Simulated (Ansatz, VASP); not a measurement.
# One calculation of Be, two programs

File POSCAR:

```
Be
1.0
    2.1604208237      0.0000000000      0.0000000000
   -1.0802104119      1.8709793162      0.0000000000
    0.0000000000      0.0000000000      6.8803684166
Be
4
Direct
    1.0000000000      1.0000000000      1.0000000000
    0.0000000000      1.0000000000      0.5000000000
    0.3333333333      0.6666666667      0.2500000000
    0.6666666667      0.3333333333      0.7500000000
```

INCAR.step1

```
SYSTEM = Be
PREC = Accurate
ENCUT = 520
ISMEAR = -1
SIGMA = 0.1
LREAL = .FALSE.
LASPH = .TRUE.
NELM = 60
NBANDS = 12
GGA = PE
ALGO = Normal
EDIFF = 1E-4
LWAVE = .TRUE.
LCHARG = .FALSE.
```

INCAR.step2

```
SYSTEM = Be
PREC = Accurate
ENCUT = 520
EDIFF = 1E-7
ISMEAR = -1
SIGMA = 0.1
LREAL = .FALSE.
LASPH = .TRUE.
NELM = 60
ALGO = Normal
ISIF = 2
LWAVE = .FALSE.
LCHARG = .FALSE.
METAGGA = R2SCAN
LMIXTAU = .TRUE.
NBANDS = 12
ISTART = 1
```

KPOINTS

```
Automatic mesh
0
G
  18 18 5
  0 0 0
```

Input for Ansatz:

```yaml
crystal:
  lattice:
    - [2.1604208237, 0.0, 0.0]
    - [-1.0802104119, 1.8709793162, 0.0]
    - [0.0, 0.0, 6.8803684166]
  atoms:
    - { symbol: Be, position: [1.0, 1.0, 1.0] }
    - { symbol: Be, position: [0.0, 1.0, 0.5] }
    - { symbol: Be, position: [0.3333333333, 0.6666666667, 0.25] }
    - { symbol: Be, position: [0.6666666667, 0.3333333333, 0.75] }
hamiltonian:
  xc: r2scan
  pseudopotentials:
    kind: paw
    azcp:
      Be: "pseudopotentials/Be.paw.azcp"
basis:
  ecutwfc: 500
  fft_grid_basis: typed
kpoints:
  mp_grid: { grid: [18, 18, 5], shift: [0, 0, 0] }
magnetization:
  spin_polarized: false
scf:
  occupations: { method: fermi_dirac, width: 0.1 }
  lower_state_search: "off"
output:
  stress: true
```

Alike in both runs: task single point; functional r2SCAN; k mesh 18 × 18 × 5; occupations fermi-dirac, width 0.1 eV; no spin polarisation.

|  | VASP | Ansatz |
| --- | --- | --- |
| version | VASP 6.6.1 | Ansatz 0.2.0 |
| potentials or method | VASP PAW PBE potentials, release 64 (Be), cutoff 520 eV | plane waves (500 eV) with PAW, scalar-relativistic |
| valence electrons in the cell | 8 | 8 |

Ansatz gave:

| Item | Value |
| --- | --- |
| pressure (GPa) | 19.6 |
| traceless stress, the component that is largest in VASP (GPa) | 2.30 |

Question: Estimate VASP's values.

Answer: Pressure (GPa): 19.8; traceless stress, the component that is largest in VASP (GPa): 2.36.

VASP's potentials were made for PBE, not for r2SCAN.
